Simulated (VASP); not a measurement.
Wanted: the native input for a VASP 6.6.1 run.

```
Task                   : relaxation of cell and atoms
Functional             : PBE
Potentials or basis    : VASP PAW PBE potentials, release 64 (Ag, Cl)
Cutoff                 : 600 eV
k mesh                 : 9 × 9 × 4
Occupations            : gaussian, width 0.02 eV
Spin                   : no spin polarisation
Dipole correction      : no
Further INCAR settings : ALGO = Normal; EDIFF = 1e-07; IBRION = 2; EDIFFG = -0.01; NSW = 80; ISIF = 3
```

The structure of AgCl lies in POSCAR:

```
AgCl
1.0
    4.1744995511      0.0000000000      0.0000000000
   -2.0872497756      3.6152226594      0.0000000000
    0.0000000000      0.0000000000      6.7948703456
Ag Cl
2 2
Direct
    0.6666666667      0.3333333333      0.5002641353
    0.3333333333      0.6666666667      0.0002641353
    0.6666666667      0.3333333333      0.8767358647
    0.3333333333      0.6666666667      0.3767358647
```

These files were run (other wordings do the same):

INCAR

```
PREC     = Accurate       # precision mode
ENCUT    = 600            # plane-wave cutoff, eV
EDIFF    = 1E-7           # SCF threshold, eV
ISMEAR   = 0              # smearing method
SIGMA    = 0.02           # smearing width, eV
LREAL    = False          # projectors in reciprocal space
LASPH    = True           # aspherical terms in the spheres
NELM     = 60             # most SCF steps
ALGO     = Normal         # electronic algorithm
ISIF     = 3              # what is computed and relaxed
LWAVE    = False          # write WAVECAR
LCHARG   = False          # write CHGCAR
GGA      = PE             # functional
IBRION   = 2              # ionic algorithm
NSW      = 80             # ionic steps
EDIFFG   = -0.01          # ionic threshold
```

KPOINTS

```
regular mesh
0
Gamma
  9 9 4
```

Potentials or basis: VASP PAW PBE potentials, release 64 (Ag, Cl).

The run is started by

```sh
$ cat potpaw_PBE.64/Ag/POTCAR potpaw_PBE.64/Cl/POTCAR > POTCAR
$ mpirun -np 1 vasp_std > vasp.out
```

It gave:

```json
{
  "Relaxed volume": "27.74 Å³/atom",
  "Relaxed cell": "a = 4.287 Å, b = 4.287 Å, c = 6.972 Å, α = 90.00°, β = 90.00°, γ = 120.00°",
  "Space group after relaxing (to 0.1 Å)": "P6_3mc (No. 186)",
  "Energy gained by relaxing": "17.5 meV/atom",
  "Ionic steps": "3",
  "Pressure after relaxing": "0.0 GPa",
  "Largest force after relaxing": "0.005 eV/Å",
  "Band gap on the k mesh": "1.31 eV"
}
```

Wall time 3.1 min on 1 thread of Intel(R) Xeon(R) Platinum 8259CL CPU @ 2.50GHz (Skylake/Cascade Lake) (shared host), peak memory 0.31 GiB.
